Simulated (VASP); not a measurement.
Set up this calculation in VASP 6.6.1, as the native input.

```
Task                   : single point
Functional             : PBE
Potentials or basis    : VASP PAW PBE potentials, release 64 (S, K_sv)
Cutoff                 : 500 eV
k mesh                 : 4 × 4 × 4
Occupations            : methfessel-paxton, width 0.5 eV
Spin                   : no spin polarisation
Dipole correction      : no
Further INCAR settings : ALGO = Normal; EDIFF = 1e-06; NBANDS = 19
```

The structure of K2S lies in POSCAR:

```
K2S
1.0
    0.0000000000      3.7027568684      3.7027568684
    3.7027568684      0.0000000000      3.7027568684
    3.7027568684      3.7027568684      0.0000000000
S K
1 2
Direct
    0.0000000000      0.0000000000      0.0000000000
    0.2500000000      0.2500000000      0.2500000000
    0.7500000000      0.7500000000      0.7500000000
```

These files were run (other wordings do the same):

INCAR

```
SYSTEM = K2S
  PREC = Accurate
  ENCUT = 500
  EDIFF = 1E-6
  ISMEAR = 1
  SIGMA = 0.5
  LREAL = .FALSE.
  LASPH = .TRUE.
  NELM = 120
  ALGO = Normal
  ISIF = 2
  LWAVE = .FALSE.
  LCHARG = .TRUE.
  GGA = PE
  LELF = .TRUE.
  LVHAR = .TRUE.
  NBANDS = 19
  GGA_COMPAT = .FALSE.
```

KPOINTS

```
regular mesh
0
G
  4 4 4
  0 0 0
```

Potentials or basis: VASP PAW PBE potentials, release 64 (S, K_sv).

Command:

```sh
$ cat potpaw_PBE.64/S/POTCAR potpaw_PBE.64/K_sv/POTCAR > POTCAR
$ mpirun -np 1 vasp_std > vasp.out
```

It gave:

```json
{"Pressure": "0.4 GPa", "Band gap on the k mesh": "2.38 eV (least direct gap 2.58 eV)"}
```

Run time: 22 s on 1 thread of Intel(R) Xeon(R) Platinum 8375C CPU @ 2.90GHz (Ice Lake) (shared host), peak memory 0.24 GiB.
